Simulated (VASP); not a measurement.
A run of VASP 6.6.1 is set up as follows.

INCAR

```
SYSTEM = CaHfH6
  PREC = Accurate
  ENCUT = 520
  EDIFF = 1E-7
  ISMEAR = 0
  SIGMA = 0.02
  LREAL = .False.
  LASPH = .True.
  NELM = 60
  ALGO = Normal
  ISIF = 2
  LWAVE = .False.
  LCHARG = .True.
  GGA = PE
  LELF = .True.
  LVHAR = .True.
  NBANDS = 23
```

The input KPOINTS:

```
regular mesh
0
Gamma
  6 6 6
  0 0 0
```

Contents of POSCAR:

```
CaHfH6
1.0
    0.0000000000      4.1414983766      4.1414983766
    4.1414983766      0.0000000000      4.1414983766
    4.1414983766      4.1414983766      0.0000000000
Ca Hf H
1 1 6
Direct
    0.0000000000      0.0000000000      0.0000000000
    0.5000000000      0.5000000000      0.5000000000
    0.7339938092      0.2660061908      0.2660061908
    0.2660061908      0.7339938092      0.2660061908
    0.2660061908      0.2660061908      0.7339938092
    0.2660061908      0.7339938092      0.7339938092
    0.7339938092      0.2660061908      0.7339938092
    0.7339938092      0.7339938092      0.2660061908
```

Potentials or basis: VASP PAW PBE potentials, release 64 (Ca_sv, Hf_pv, H).

Run with:

```sh
$ cat potpaw_PBE.64/Ca_sv/POTCAR potpaw_PBE.64/Hf_pv/POTCAR potpaw_PBE.64/H/POTCAR > POTCAR
$ mpirun -np 1 vasp_std > vasp.out
```

(1) Predict the largest force.

(2) Predict the band gap on the k mesh.

Answers

(1) 0.028 eV/Å.

(2) 2.45 eV, indirect (least direct gap 2.74 eV).

Caveat: spin-orbit coupling is left out, which moves the levels of the heavy elements.
